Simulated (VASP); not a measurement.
# MgO (P6_3/mmc) in VASP: further runs

The runs below take MgO through single point, with r2SCAN.

Program: VASP 6.6.1. These are calculated values, not measurements. Logs are shortened: lines on timing, memory, paths and dates and some standing lists are left out, and cuts for length are marked.

## 1. The cell of the first run

Symmetry: P6_3/mmc, No. 194, hexagonal system. The conventional cell has a = 2.863 Å, b = 2.863 Å, c = 4.988 Å, α = 90.00°, β = 90.00°, γ = 120.00°. Within 2.7 Å of Mg (site symmetry -3m) lie 6 O at 2.07 Å and 2 Mg at 2.49 Å. Within 2.7 Å of O (site symmetry -6m2) lie 6 Mg at 2.07 Å.

## 2. Single point, r2SCAN (volume changed by -6%)

Input file POSCAR:

```
MgO
1.0
    2.8633843635      0.0000000000      0.0000000000
   -1.4316921818      2.4797635996      0.0000000000
    0.0000000000      0.0000000000      4.9881520406
Mg O
2 2
Direct
    0.0000000000      0.0000000000      0.0000000000
    0.0000000000      0.0000000000      0.5000000000
    0.3333333333      0.6666666667      0.2500000000
    0.6666666667      0.3333333333      0.7500000000
```

Input file INCAR.step1:

```
  PREC = Accurate
  ENCUT = 520
  ISMEAR = 0
  SIGMA = 0.01
  LREAL = F
  LASPH = T
  NELM = 100
  NBANDS = 16
  GGA = PE
  ALGO = Normal
  EDIFF = 1E-4
  LWAVE = T
  LCHARG = F
```

Input file INCAR.step2:

```
  PREC = Accurate
  ENCUT = 520
  EDIFF = 1E-7
  ISMEAR = 0
  SIGMA = 0.01
  LREAL = F
  LASPH = T
  NELM = 100
  ALGO = Normal
  ISIF = 2
  LWAVE = F
  LCHARG = T
  METAGGA = R2SCAN
  LMIXTAU = T
  LELF = T
  LVHAR = T
  NBANDS = 16
  ISTART = 1
```

Input file KPOINTS:

```
regular mesh
0
Gamma
  9 9 4
```

Potentials or basis: VASP PAW PBE potentials, release 64 (Mg, O).

Run with:

```
$ cat potpaw_PBE.64/Mg/POTCAR potpaw_PBE.64/O/POTCAR > POTCAR
$ cp INCAR.step1 INCAR
$ mpirun -np 1 vasp_std > vasp.out
$ cp INCAR.step2 INCAR
$ mpirun -np 1 vasp_std > vasp.out
```

OUTCAR:

```text
PREC = Accurate
   ENCUT = 520
   EDIFF = 1E-7
   ISMEAR = 0
   LREAL = F
   LASPH = T
   NELM = 100
   ISIF = 2
   METAGGA = R2SCAN
   ISTART = 1

 ion  position               nearest neighbor table
   1  0.000  0.000  0.000-   3 2.07   4 2.07   4 2.07   3 2.07   4 2.07   3 2.07   2 2.49   2 2.49

   2  0.000  0.000  0.500-   3 2.07   4 2.07   4 2.07   3 2.07   4 2.07   3 2.07   1 2.49   1 2.49

   3  0.333  0.667  0.250-   1 2.07   2 2.07   1 2.07   2 2.07   1 2.07   2 2.07
   4  0.667  0.333  0.750-   1 2.07   2 2.07   1 2.07   2 2.07   1 2.07   2 2.07

  LATTYP: Found a hexagonal cell.
 ALAT       =     2.8633843635
 C/A-ratio  =     1.7420476637

  Lattice vectors:

 A1 = (   2.8633843635,   0.0000000000,   0.0000000000)
 A2 = (  -1.4316921818,   2.4797635996,   0.0000000000)
 A3 = (   0.0000000000,   0.0000000000,   4.9881520406)

Analysis of symmetry for initial positions (statically):
=====================================================================
 Subroutine PRICEL returns:
 Original cell was already a primitive cell.

 Routine SETGRP: Setting up the symmetry group for a
 hexagonal supercell.

 Subroutine GETGRP returns: Found 24 space group operations
 (whereof 12 operations were pure point group operations)
 out of a pool of 24 trial point group operations.

The static configuration has the point symmetry D_3d.
 The point group associated with its full space group is D_6h.

Analysis of symmetry for dynamics (positions and initial velocities):
=====================================================================
 Subroutine PRICEL returns:
 Original cell was already a primitive cell.

 Routine SETGRP: Setting up the symmetry group for a
 hexagonal supercell.

 Subroutine GETGRP returns: Found 24 space group operations
 (whereof 12 operations were pure point group operations)
 out of a pool of 24 trial point group operations.

The dynamic configuration has the point symmetry D_3d.
 The point group associated with its full space group is D_6h.

 Subroutine INISYM returns: Found 24 space group operations
 (whereof 12 operations are pure point group operations),
 and found     1 'primitive' translations

----------------------------------------------------------------------------------------

                                     Primitive cell

  volume of cell :      35.4185

  direct lattice vectors                    reciprocal lattice vectors
     2.863384363  0.000000000  0.000000000     0.349237082  0.201632123  0.000000000
    -1.431692182  2.479763600  0.000000000     0.000000000  0.403264247  0.000000000
     0.000000000  0.000000000  4.988152041     0.000000000  0.000000000  0.200475044

  length of vectors
     2.863384363  2.863384364  4.988152041     0.403264247  0.403264247  0.200475044

  position of ions in fractional coordinates (direct lattice)
     0.000000000  0.000000000  0.000000000
     0.000000000  0.000000000  0.500000000
     0.333333333  0.666666667  0.250000000
     0.666666667  0.333333333  0.750000000

  ion indices of the primitive-cell ions
   primitive index   ion index
                 1           1
                 2           2
                 3           3
                 4           4

----------------------------------------------------------------------------------------

 KPOINTS: regular mesh

Automatic generation of k-mesh.
 Grid dimensions read from file:
 generate k-points for:    9    9    4

 Generating k-lattice:

  Cartesian coordinates                     Fractional coordinates (reciprocal lattice)
     0.038804120  0.022403569  0.000000000     0.111111111  0.000000000  0.000000000
     0.000000000  0.044807139  0.000000000     0.000000000  0.111111111  0.000000000
     0.000000000  0.000000000  0.050118761     0.000000000  0.000000000  0.250000000

  Length of vectors
     0.044807139  0.044807139  0.050118761

  Shift w.r.t. Gamma in fractional coordinates (k-lattice)
     0.000000000  0.000000000  0.000000000

 Subroutine IBZKPT returns following result:
 ===========================================

 Found     36 irreducible k-points:

 Following reciprocal coordinates:
            Coordinates               Weight
  0.000000  0.000000  0.000000      1.000000
  0.111111  0.000000  0.000000      6.000000
  0.222222  0.000000  0.000000      6.000000
  0.333333 -0.000000  0.000000      6.000000
  0.444444  0.000000  0.000000      6.000000
  0.111111  0.111111  0.000000      6.000000
[... 16 lines left out ...]
  0.333333  0.222222  0.250000     24.000000
  0.333333  0.333333  0.250000      4.000000
 [... further k-points ...]
   k-points           NKPTS =     36   k-points in BZ     NKDIM =     36   number of bands    NBANDS=     16
   number of dos      NEDOS =    301   number of ions     NIONS =      4
   total plane-waves  NPLWV =  23040
   dimension x,y,z NGX =    24 NGY =   24 NGZ =   40
   dimension x,y,z NGXF=    48 NGYF=   48 NGZF=   80
   ions per type =               2   2
[... 39 lines left out ...]
   AEXX    =    0.0000 exact exchange contribution
   IVDW    =     0    specifies the selected vdW correction
   LEPSILON=     F    determine dielectric tensor
   LRPA    =     F    only Hartree local field effects (RPA)
 non-spin polarized calculation
 Gauss-broadening in eV      SIGMA  =   0.01
  energy-cutoff  :      520.00
  volume of cell :       35.42
 maximum number of plane-waves:       991
 NGX is ok and might be reduce to    24
   NGX = 11   NGY = 11   NGZ = 19

 number of electron      15.9999999 magnetization

 Free energy of the ion-electron system (eV)
  ---------------------------------------------------
  ext. energy  EPLUGINS =         0.00000000
  ---------------------------------------------------
  free energy    TOTEN  =       -31.62068587 eV

  energy without entropy =      -31.62068587  energy(sigma->0) =      -31.62068587

 E-fermi :   3.4597     XC(G=0): -11.8610

 val. band max:        3.3723303854   @ k =   0.0000   0.0000   0.0000
 cond. band min:       9.3227471543   @ k =   0.0000   0.0000   0.0000
 fundamental gap:      5.9504167689
 Fermi energy:         3.4597362871

 k-point     1 :       0.0000    0.0000    0.0000
  band No.  band energies     occupation
      1     -15.2838      2.00000
      2     -14.0759      2.00000
      3      -1.8619      2.00000
      4       2.7758      2.00000
      5       2.7758      2.00000
      6       2.8286      2.00000
[... 8 lines left out ...]
     15      22.4740      0.00000
     16      22.4740      0.00000

 k-point     2 :       0.1111    0.0000    0.0000
  band No.  band energies     occupation
      1     -15.1508      2.00000
      2     -14.0111      2.00000
      3      -1.6707      2.00000
      4       2.2505      2.00000
      5       2.6796      2.00000
      6       2.6801      2.00000
[... 8 lines left out ...]
     15      22.3096      0.00000
     16      22.3712      0.00000

 k-point     3 :       0.2222    0.0000    0.0000
  band No.  band energies     occupation
      1     -14.7895      2.00000
      2     -13.8484      2.00000
      3      -1.1341      2.00000
      4       0.9837      2.00000
      5       1.3908      2.00000
      6       2.4469      2.00000
[... 8 lines left out ...]
     15      22.2927      0.00000
     16      22.9091      0.00000

 k-point     4 :       0.3333   -0.0000    0.0000
  band No.  band energies     occupation
      1     -14.3134      2.00000
      2     -13.6775      2.00000
      3      -0.3726      2.00000
      4      -0.3696      2.00000
      5       0.2987      2.00000
      6       2.1987      2.00000
[... 8 lines left out ...]
     15      21.6958      0.00000
     16      24.2214      0.00000
[... 324 lines left out ...]
 k-point    22 :       0.2222    0.2222    0.2500
  band No.  band energies     occupation
      1     -14.0207      2.00000
      2     -13.6756      2.00000
      3      -0.5324      2.00000
      4      -0.4376      2.00000
      5       0.9310      2.00000
      6       1.2888      2.00000
[... 8 lines left out ...]
     15      19.7651      0.00000
     16      23.3559      0.00000

 k-point    23 :       0.3333    0.2222    0.2500
  band No.  band energies     occupation
      1     -13.7374      2.00000
      2     -13.5934      2.00000
      3      -0.8157      2.00000
      4      -0.4362      2.00000
      5       0.6161      2.00000
      6       1.1749      2.00000
[... 8 lines left out ...]
     15      19.6012      0.00000
     16      23.6538      0.00000

 k-point    24 :       0.3333    0.3333    0.2500
  band No.  band energies     occupation
      1     -13.6019      2.00000
      2     -13.6019      2.00000
      3      -0.2648      2.00000
      4      -0.2122      2.00000
      5      -0.2122      2.00000
      6       0.7148      2.00000
[... 8 lines left out ...]
     15      19.6419      0.00000
     16      23.9141      0.00000

 [... further k-points ...]

------------------------ aborting loop because EDIFF is reached ----------------------------------------

  FORCE on cell =-STRESS in cart. coord.  units (eV):
  Direction    XX          YY          ZZ          XY          YZ          ZX
  --------------------------------------------------------------------------------------
  -------------------------------------------------------------------------------------
  Total        2.2065211      2.2065211      2.4252056     -0.0000000     -0.0000000     -0.0000000
  in kB       99.8134483     99.8134483    109.7057845     -0.0000000     -0.0000000     -0.0000000
  external PRESSURE =     103.1108937 kB  Pullay stress =       0.0000000 kB

 VOLUME and BASIS-vectors are now :
 -----------------------------------------------------------------------------
  energy-cutoff  :      520.00
  volume of cell :       35.42
      direct lattice vectors                 reciprocal lattice vectors
     2.863384363  0.000000000  0.000000000     0.349237082  0.201632123  0.000000000
    -1.431692182  2.479763600  0.000000000     0.000000000  0.403264247  0.000000000
     0.000000000  0.000000000  4.988152041     0.000000000  0.000000000  0.200475044

 POSITION                                       TOTAL-FORCE (eV/Angst)
 -----------------------------------------------------------------------------------
      0.00000      0.00000      0.00000         0.000000      0.000000      0.000000
      0.00000      0.00000      2.49408         0.000000      0.000000      0.000000
     -0.00000      1.65318      1.24704        -0.000000     -0.000000      0.000000
      1.43169      0.82659      3.74111        -0.000000      0.000000     -0.000000
 -----------------------------------------------------------------------------------
    total drift:                               -0.000000      0.000000     -0.000000

  FREE ENERGIE OF THE ION-ELECTRON SYSTEM (eV)
  ---------------------------------------------------
  free  energy   TOTEN  =       -31.6206858690 eV

  energy  without entropy=      -31.6206858690  energy(sigma->0) =      -31.62068587
```

Wall time 79 s (1 thread of Intel Xeon 6975P-C, shared host); peak memory 0.18 GiB.

Results:

| Item | Value |
| --- | --- |
| Free energy | -31.6207 eV |
| Pressure | 10.3 GPa |
| Band gap on the k mesh | 5.95 eV, direct |

Levels at points of the mesh, in eV from the valence-band top:
| k point | band 4 | band 5 | band 6 | band 7 | band 8 | band 9 | band 10 | band 11 | band 12 | band 13 |
| --- | --- | --- | --- | --- | --- | --- | --- | --- | --- | --- |
| (0.00, 0.00, 0.00) | -0.60 | -0.60 | -0.54 | 0.00 | 0.00 | 5.95 | 9.52 | 13.68 | 14.29 | 18.52 |
| (0.00, 0.00, 0.50) | -3.23 | -0.31 | -0.31 | -0.31 | -0.31 | 8.44 | 8.44 | 13.41 | 13.41 | 18.22 |

Caveat: the cell differs from its parent crystal (volume changed by -6%); the PAW data sets were made with another functional, which shifts forces and pressure a little.

## 3. Single point, r2SCAN (volume changed by -3%)

Input file POSCAR:

```
MgO
1.0
    2.8935274667      0.0000000000      0.0000000000
   -1.4467637334      2.5058682927      0.0000000000
    0.0000000000      0.0000000000      5.0406627630
Mg O
2 2
Direct
    0.0000000000      0.0000000000      0.0000000000
    0.0000000000      0.0000000000      0.5000000000
    0.3333333333      0.6666666667      0.2500000000
    0.6666666667      0.3333333333      0.7500000000
```

Input file INCAR.step1:

```
  PREC = Accurate
  ENCUT = 520
  ISMEAR = 0
  SIGMA = 0.01
  LREAL = False
  LASPH = True
  NELM = 80
  NBANDS = 16
  GGA = PE
  ALGO = Normal
  EDIFF = 1E-4
  LWAVE = True
  LCHARG = False
```

Input file INCAR.step2:

```
  PREC = Accurate
  ENCUT = 520
  EDIFF = 1E-6
  ISMEAR = 0
  SIGMA = 0.01
  LREAL = False
  LASPH = True
  NELM = 80
  ALGO = Normal
  ISIF = 2
  LWAVE = False
  LCHARG = True
  METAGGA = R2SCAN
  LMIXTAU = True
  LELF = True
  LVHAR = True
  NBANDS = 16
  ISTART = 1
```

KPOINTS is that of step 2.

Potentials or basis: VASP PAW PBE potentials, release 64 (Mg, O).

Run with:

```
$ cat potpaw_PBE.64/Mg/POTCAR potpaw_PBE.64/O/POTCAR > POTCAR
$ cp INCAR.step1 INCAR
$ mpirun -np 1 vasp_std > vasp.out
$ cp INCAR.step2 INCAR
$ mpirun -np 1 vasp_std > vasp.out
```

Run time: 61 s. Hardware: 1 thread of Intel Xeon 6975P-C, shared host; peak memory 0.18 GiB.

Results (log left out):

```yaml
Free_energy: -31.6731 eV
Pressure: 4.2 GPa
Band_gap_on_the_k_mesh: 5.62 eV, direct
```

Stress tensor (GPa, compression positive):
```
4.05 0.00 0.00
0.00 4.05 0.00
0.00 0.00 4.47
```

Levels at points of the mesh, in eV from the valence-band top:
```tsv
k point	band 6	band 7	band 8	band 9	band 10	band 11
(0.00, 0.00, 0.00)	-0.53	0.00	0.00	5.62	9.28	13.29
(0.00, 0.00, 0.50)	-0.29	-0.29	-0.29	8.11	8.11	13.18
```

Caveat: the cell differs from its parent crystal (volume changed by -3%); the PAW data sets were made with another functional, which shifts forces and pressure a little.

## 4. Single point, r2SCAN

This run uses another cell than the first one, of 9.42 Å³/atom, 1.064 times its volume.

Input file POSCAR:

```
MgO
1.0
    2.9230552965      0.0000000000      0.0000000000
   -1.4615276483      2.5314401435      0.0000000000
    0.0000000000      0.0000000000      5.0921016501
Mg O
2 2
Direct
    0.0000000000      0.0000000000      0.0000000000
    0.0000000000      0.0000000000      0.5000000000
    0.3333333333      0.6666666667      0.2500000000
    0.6666666667      0.3333333333      0.7500000000
```

Input file INCAR.step1:

```
ALGO = Normal
EDIFF = 1E-4
ENCUT = 520
GGA = PE
ISMEAR = 0
LASPH = True
LCHARG = False
LREAL = False
LWAVE = True
NBANDS = 16
NELM = 60
PREC = Accurate
SIGMA = 0.01
```

Input file INCAR.step2:

```
ALGO = Normal
EDIFF = 1E-6
ENCUT = 520
ISIF = 2
ISMEAR = 0
ISTART = 1
LASPH = True
LCHARG = False
LMIXTAU = True
LREAL = False
LWAVE = False
METAGGA = R2SCAN
NBANDS = 16
NELM = 60
PREC = Accurate
SIGMA = 0.01
```

Input file KPOINTS:

```
k-points
0
Gamma
  9 9 4
```

Run with:

```
$ cat potpaw_PBE.64/Mg/POTCAR potpaw_PBE.64/O/POTCAR > POTCAR
$ cp INCAR.step1 INCAR
$ mpirun -np 1 vasp_std > vasp.out
$ cp INCAR.step2 INCAR
$ mpirun -np 1 vasp_std > vasp.out
```

It took 66 s on 1 thread of Intel Xeon 6975P-C, shared host; peak memory 0.17 GiB.

The run converged. Its results:

| Quantity | Value |
| --- | --- |
| Free energy | -31.6853 eV |
| Pressure | -1.1 GPa |
| Band gap on the k mesh | 5.31 eV, direct |

Levels at points of the mesh, in eV from the valence-band top:
| k point | band 4 | band 5 | band 6 | band 7 | band 8 | band 9 | band 10 | band 11 | band 12 | band 13 |
| --- | --- | --- | --- | --- | --- | --- | --- | --- | --- | --- |
| (0.00, 0.00, 0.00) | -0.54 | -0.54 | -0.52 | 0.00 | 0.00 | 5.31 | 9.05 | 12.92 | 14.01 | 18.10 |
| (0.00, 0.00, 0.50) | -3.08 | -0.27 | -0.27 | -0.27 | -0.27 | 7.80 | 7.80 | 12.97 | 12.97 | 17.70 |

Caveat: the PAW data sets were made with another functional, which shifts forces and pressure a little. r2SCAN opens gaps a little over a GGA but as a rule still falls short of measured ones.

## 5. Single point, r2SCAN (volume changed by +3%)

Input file POSCAR:

```
MgO
1.0
    2.9519983204      0.0000000000      0.0000000000
   -1.4759991602      2.5565055374      0.0000000000
    0.0000000000      0.0000000000      5.1425217771
Mg O
2 2
Direct
    0.0000000000      0.0000000000      0.0000000000
    0.0000000000      0.0000000000      0.5000000000
    0.3333333333      0.6666666667      0.2500000000
    0.6666666667      0.3333333333      0.7500000000
```

Input file INCAR.step1:

```
SYSTEM = MgO
  PREC = Accurate
  ENCUT = 520
  ISMEAR = 0
  SIGMA = 0.01
  LREAL = .False.
  LASPH = .True.
  NELM = 80
  NBANDS = 16
  GGA = PE
  ALGO = Normal
  EDIFF = 1E-4
  LWAVE = .True.
  LCHARG = .False.
```

Input file INCAR.step2:

```
SYSTEM = MgO
  PREC = Accurate
  ENCUT = 520
  EDIFF = 1E-6
  ISMEAR = 0
  SIGMA = 0.01
  LREAL = .False.
  LASPH = .True.
  NELM = 80
  ALGO = Normal
  ISIF = 2
  LWAVE = .False.
  LCHARG = .False.
  METAGGA = R2SCAN
  LMIXTAU = .True.
  NBANDS = 16
  ISTART = 1
```

Input file KPOINTS:

```
regular mesh
0
Gamma
  9 9 4
  0 0 0
```

Run with:

```
$ cat potpaw_PBE.64/Mg/POTCAR potpaw_PBE.64/O/POTCAR > POTCAR
$ cp INCAR.step1 INCAR
$ mpirun -np 1 vasp_std > vasp.out
$ cp INCAR.step2 INCAR
$ mpirun -np 1 vasp_std > vasp.out
```

It took 68 s on 1 thread of Intel Xeon 6975P-C, shared host; peak memory 0.18 GiB.

The run converged. Its results:

```
Free energy            : -31.6631 eV
Pressure               : -5.6 GPa
Band gap on the k mesh : 5.03 eV, direct
```

Stress tensor (GPa, compression positive):
```
-5.39  0.00  0.00
 0.00 -5.39  0.00
 0.00  0.00 -5.89
```

Levels at points of the mesh, in eV from the valence-band top:
| k point | band 5 | band 6 | band 7 | band 8 | band 9 | band 10 | band 11 | band 12 |
| --- | --- | --- | --- | --- | --- | --- | --- | --- |
| (0.00, 0.00, 0.00) | -0.51 | -0.50 | 0.00 | 0.00 | 5.03 | 8.83 | 12.56 | 13.87 |
| (0.00, 0.00, 0.50) | -0.26 | -0.26 | -0.26 | -0.26 | 7.50 | 7.50 | 12.76 | 12.76 |

Caveat: the cell differs from its parent crystal (volume changed by +3%); the PAW data sets were made with another functional, which shifts forces and pressure a little.

## 6. Overview

```tsv
cell	gap on the mesh (eV)	pressure (GPa)
a = 2.863, b = 2.863, c = 4.988 Å, angles 90.0, 90.0, 120.0°, 4 atoms	5.95	10.3
a = 2.894, b = 2.894, c = 5.041 Å, angles 90.0, 90.0, 120.0°, 4 atoms	5.62	4.2
a = 2.923, b = 2.923, c = 5.092 Å, angles 90.0, 90.0, 120.0°, 4 atoms	5.31	-1.1
a = 2.952, b = 2.952, c = 5.143 Å, angles 90.0, 90.0, 120.0°, 4 atoms	5.03	-5.6
```

Alike in all rows: task single point; level r2SCAN; potentials or basis VASP PAW PBE potentials, release 64 (Mg, O); no spin polarisation; k mesh 9 × 9 × 4; cutoff (eV) 520; smearing gaussian 0.01 eV.

Caveats: the PAW data sets were made with another functional, which shifts forces and pressure a little.

Absolute energies hang on the potentials; compare differences alone.
